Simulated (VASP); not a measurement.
Si2Ni, 3 atoms in the cell. It takes space group Fm-3m (No. 225, cubic). The conventional cell has a = 5.395 Å, b = 5.395 Å, c = 5.395 Å, α = 90.00°, β = 90.00°, γ = 90.00°. Within 3.1 Å of Si (site symmetry -43m) lie 4 Ni at 2.34 Å and 6 Si at 2.70 Å. Ni (site symmetry m-3m) has 8 Si at 2.34 Å within 3.1 Å. 

- Program: VASP 6.6.1
- Task: single point
- Functional: PBE
- Potentials or basis: VASP PAW PBE potentials, release 64 (Si, Ni)
- Cutoff: 520 eV
- k mesh: 11 × 11 × 11
- Occupations: fermi-dirac, width 0.05 eV
- Spin: collinear spin, ferromagnetic start
- Starting moments: [0.0, 0.0, 1.5] μB
- Dipole correction: no
- k mesh for the DOS: 17 × 17 × 17
- Occupations for the DOS: tetrahedron
- Further INCAR settings: ALGO = Normal; EDIFF = 1e-06

Potentials or basis: VASP PAW PBE potentials, release 64 (Si, Ni).

The run is started by

```bash
$ cat potpaw_PBE.64/Si/POTCAR potpaw_PBE.64/Ni/POTCAR > POTCAR
$ cp INCAR.step1 INCAR
$ cp KPOINTS.step1 KPOINTS
$ mpirun -np 1 vasp_std > vasp.out
$ cp INCAR.step2 INCAR
$ cp KPOINTS.step2 KPOINTS
$ mpirun -np 1 vasp_std > vasp.out
```

Hardware: 1 thread of Intel(R) Xeon(R) 6975P-C (Granite Rapids), with other jobs on the host.

**Question.** How long does it take, and how much memory?

**Answer.** Wall time 82 s on 1 thread of Intel(R) Xeon(R) 6975P-C (Granite Rapids), with other jobs on the host, peak memory 0.27 GiB. Counts: k points 165.
